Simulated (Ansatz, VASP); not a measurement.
**One calculation of Sr, two programs**

File INCAR:

```
SYSTEM = Sr
  PREC = Accurate
  ENCUT = 520
  EDIFF = 1E-8
  ISMEAR = -1
  SIGMA = 0.08
  LREAL = .False.
  LASPH = .True.
  NELM = 60
  ALGO = Normal
  ISIF = 2
  LWAVE = .False.
  LCHARG = .False.
  LEFG = .True.
  NBANDS = 17
```

File KPOINTS:

```
regular mesh
0
Gamma
  10 10 5
  0 0 0
```

POSCAR

```
Sr
1.0
    4.3100002207      0.0000000000      0.0000000000
   -2.1550001104      3.7325696814      0.0000000000
    0.0000000000      0.0000000000      6.9090000000
Sr
2
Direct
    0.3333333333      0.6666666667      0.2500000000
    0.6666666667      0.3333333333      0.7500000000
```

Input for Ansatz:

```yaml
crystal:
  lattice:
    - [4.3100002207, 0.0, 0.0]
    - [-2.1550001104, 3.7325696814, 0.0]
    - [0.0, 0.0, 6.909]
  atoms:
    - { symbol: Sr, position: [0.3333333333, 0.6666666667, 0.25] }
    - { symbol: Sr, position: [0.6666666667, 0.3333333333, 0.75] }
kpoints:
  mp_grid: { grid: [10, 10, 5] }
scf:
  occupations: { method: fermi_dirac, width: 0.08 }
hamiltonian:
  xc: lda
  pseudopotentials: { kind: all_electron, datasets: crystal }
output:
  forces: true
  stress: true
  eigenvalues: true
  efg: { contact_densities: true }
```

Change from the starting cell: zz strain of -2 %, crystal datasets.

Alike in both runs: task electric field gradients; functional LDA; k mesh 10 × 10 × 5; occupations fermi-dirac, width 0.08 eV; no spin polarisation.

```csv
,VASP,Ansatz
version,VASP 6.6.1,Ansatz 0.2.0
potentials or method,"VASP PAW LDA potentials, release 64 (Sr_sv), cutoff 520 eV","all-electron PAW with datasets made for the crystal, scalar-relativistic"
```

VASP gave:

```
pressure (GPa)                                                : -1.4
traceless stress, the component that is largest in VASP (GPa) : 0.26
size of Vzz on the site where it differs most (V/Å²)          : 1.8
```

Q: What did Ansatz give for the same quantities?

A: Pressure (GPa): -1.4; traceless stress, the component that is largest in VASP (GPa): 0.26; size of Vzz on the site where it differs most (V/Å²): 1.6.

LDA's correlation is that of Perdew and Zunger in VASP and of Perdew and Wang (1992) in Ansatz. Ansatz ran all-electron here, and VASP with PAW potentials.
